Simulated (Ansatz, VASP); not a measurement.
TaN: VASP beside Ansatz

INCAR

```
SYSTEM = TaN
ALGO = Normal ; EDIFF = 1E-7
ENCUT = 520 ; ISIF = 2
ISMEAR = 0 ; LASPH = .True.
LCHARG = .False. ; LREAL = .False.
LWAVE = .False. ; NBANDS = 15
NELM = 80 ; PREC = Accurate
SIGMA = 0.15
```

File KPOINTS:

```
k-points
0
Gamma
  18 18 18
  0 0 0
```

File POSCAR:

```
TaN
1.0
    0.0000000000      2.1738356505      2.1738356505
    2.1738356505      0.0000000000      2.1738356505
    2.1738356505      2.1738356505      0.0000000000
Ta N
1 1
Direct
    0.5000000000      0.5000000000      0.5000000000
    0.0000000000      0.0000000000      0.0000000000
```

Input for Ansatz:

```yaml
crystal:
  lattice:
    - [0.0, 2.1738356505, 2.1738356505]
    - [2.1738356505, 0.0, 2.1738356505]
    - [2.1738356505, 2.1738356505, 0.0]
  atoms:
    - { symbol: Ta, position: [0.5, 0.5, 0.5] }
    - { symbol: "N", position: [0.0, 0.0, 0.0] }
basis:
  ecutwfc: 520.0
kpoints:
  mp_grid: { grid: [18, 18, 18] }
hamiltonian:
  xc: lda
  pseudopotentials: { kind: paw, azcp: { folder: soft_1 } }
scf:
  occupations: { method: gaussian, width: 0.15 }
output:
  forces: true
  stress: true
  eigenvalues: true
```

Alike in both runs: task single point; functional LDA; k mesh 18 × 18 × 18; occupations gaussian, width 0.15 eV; no spin polarisation.

```csv
,VASP,Ansatz
version,VASP 6.6.1,Ansatz 0.2.0
potentials or method,"VASP PAW LDA potentials, release 64 (Ta_pv, N), cutoff 520 eV","scalar-relativistic, plane waves, PAW"
valence electrons in the cell,16,18
```

Ansatz gave:

| Item | Value |
| --- | --- |
| gap on the k mesh at the Fermi level (eV) | none |
| pressure (GPa) | -0.1 |

Q: Estimate VASP's values.

A: gap on the k mesh at the Fermi level (eV): none; pressure (GPa): 2.2.

Ansatz warns that its potentials were made for another functional, while VASP's fit it. LDA's correlation is that of Perdew and Zunger in VASP and of Perdew and Wang (1992) in Ansatz. A gap of «none» marks a metal or a gap that the smearing closes. VASP's potentials hold 16 valence electrons a cell and Ansatz's 18, so a difference there can come from the potentials and not from the codes.

Spin-orbit coupling is off throughout.
